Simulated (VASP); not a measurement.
Here is a VASP 6.6.1 calculation.

POSCAR

```
B
1.0
    1.6683849084      0.0000000000      0.0000000000
   -0.8341924542      1.4448637056      0.0000000000
    0.0000000000      0.0000000000      3.7853215848
B
1
Direct
    0.0000000000      0.0000000000      0.0000000000
```

The input INCAR.step1:

```
SYSTEM = B
PREC = Accurate
ENCUT = 520
ISMEAR = -1
SIGMA = 0.15
LREAL = .False.
LASPH = .True.
NELM = 80
NBANDS = 8
GGA = PE
ALGO = Normal
EDIFF = 1E-4
LWAVE = .True.
LCHARG = .False.
```

INCAR.step2

```
SYSTEM = B
PREC = Accurate
ENCUT = 520
EDIFF = 1E-6
ISMEAR = -1
SIGMA = 0.15
LREAL = .False.
LASPH = .True.
NELM = 80
ALGO = Normal
ISIF = 2
LWAVE = .False.
LCHARG = .True.
METAGGA = R2SCAN
LMIXTAU = .True.
LELF = .True.
LVHAR = .True.
NBANDS = 8
ISTART = 1
```

Contents of KPOINTS:

```
Automatic mesh
0
Gamma
  23 23 10
  0 0 0
```

Potentials or basis: VASP PAW PBE potentials, release 64 (B).

Run with:

```sh
$ cat potpaw_PBE.64/B/POTCAR > POTCAR
$ cp INCAR.step1 INCAR
$ mpirun -np 1 vasp_std > vasp.out
$ cp INCAR.step2 INCAR
$ mpirun -np 1 vasp_std > vasp.out
```

(1) Predict the pressure.

Answers

(1) 12.9 GPa.

Caveat: the PAW data sets were made with another functional, which shifts forces and pressure a little.
